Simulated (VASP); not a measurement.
Set up this calculation in VASP 6.6.1, as the native input.

```
Task                   : single point
Functional             : PBE
Potentials or basis    : VASP PAW PBE potentials, release 64 (Mg, I)
Cutoff                 : 520 eV
k mesh                 : 6 × 6 × 4
Occupations            : gaussian, width 0.05 eV
Spin                   : no spin polarisation
Dipole correction      : no
Further INCAR settings : ALGO = Normal; EDIFF = 1e-06; NBANDS = 15
```

The structure of MgI2 lies in POSCAR:

```
MgI2
1.0
    4.2106071945      0.0000000000      0.0000000000
   -2.1053035973      3.6464927958      0.0000000000
    0.0000000000      0.0000000000      6.6777712150
Mg I
1 2
Direct
    0.0000000000      0.0000000000      0.0000000000
    0.3333333333      0.6666666667      0.7576300000
    0.6666666667      0.3333333333      0.2423700000
```

This cell differs from its parent crystal: ratio of the length along z to the lengths across it x 0.96, volume and fractional coordinates fixed.

The input as run:

INCAR

```
ALGO = Normal ; EDIFF = 1E-6
ENCUT = 520 ; GGA = PE
ISIF = 2 ; ISMEAR = 0
LASPH = True ; LCHARG = False
LREAL = False ; LWAVE = False
NBANDS = 15 ; NELM = 60
PREC = Accurate ; SIGMA = 0.05
```

KPOINTS

```
k-points
0
Gamma
  6 6 4
```

Potentials or basis: VASP PAW PBE potentials, release 64 (Mg, I).

Run with:

```console
$ cat potpaw_PBE.64/Mg/POTCAR potpaw_PBE.64/I/POTCAR > POTCAR
$ mpirun -np 1 vasp_std > vasp.out
```

It gave:

The pressure is 1.2 GPa, the largest force is 0.123 eV/Å and the band gap on the k mesh is 3.31 eV, indirect (least direct gap 3.42 eV).

Caveat: spin-orbit coupling is left out, which moves the levels of the heavy elements; this functional lacks dispersion, which binds the layers, so the pressure and a relaxed spacing across them are unreliable.

Run time: 42 s on 1 thread of AMD EPYC 7R43 64-Core Processor (Zen 3), on a shared host, peak memory 0.18 GiB.
